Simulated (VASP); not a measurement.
Input of a VASP 6.6.1 run:

File INCAR:

```
PREC = Accurate
ENCUT = 520
EDIFF = 1E-6
ISMEAR = -1
SIGMA = 0.15
LREAL = False
LASPH = True
NELM = 150
ALGO = Normal
ISIF = 2
LWAVE = False
LCHARG = False
ISPIN = 2
MAGMOM = 3.5 3.5 3.5 0 0 0
LORBIT = 11
LMAXMIX = 4
IBRION = 2
NSW = 80
EDIFFG = -0.02
KPAR = 8
```

File KPOINTS:

```
Automatic mesh
0
Gamma
  6 6 6
```

Contents of POSCAR:

```
FeGe
1.0
    4.9976020000      0.0000000000      0.0000000000
   -2.4988010000      4.3280510000      0.0000000000
    0.0000000000      0.0000000000      4.1157610000
Fe Ge
3 3
Direct
    0.5157810000      0.0115530000      0.0000000000
    0.5000000000      0.5000000000      0.0000000000
    0.0000000000      0.5000000000      0.0000000000
    0.0000000000      0.0000000000      0.0000000000
    0.3333333333      0.6666666667      0.5000000000
    0.6666666667      0.3333333333      0.5000000000
```

Potentials or basis: VASP PAW LDA potentials, release 64 (Fe, Ge_d).

The run is started by

```sh
$ cat potpaw_LDA.64/Fe/POTCAR potpaw_LDA.64/Ge_d/POTCAR > POTCAR
$ mpirun -np 8 vasp_std > vasp.out
```

What does it give for the net moment?

3.83 μB per cell.

Predict the energy gained by relaxing.

3.3 meV/atom.

Predict the site moments.

Fe +1.33; Ge -0.07, -0.04 (each value once) μB.

Stress tensor (GPa, compression positive):
```
-13.40   0.00   0.00
  0.00 -13.40   0.00
  0.00   0.00 -16.34
```
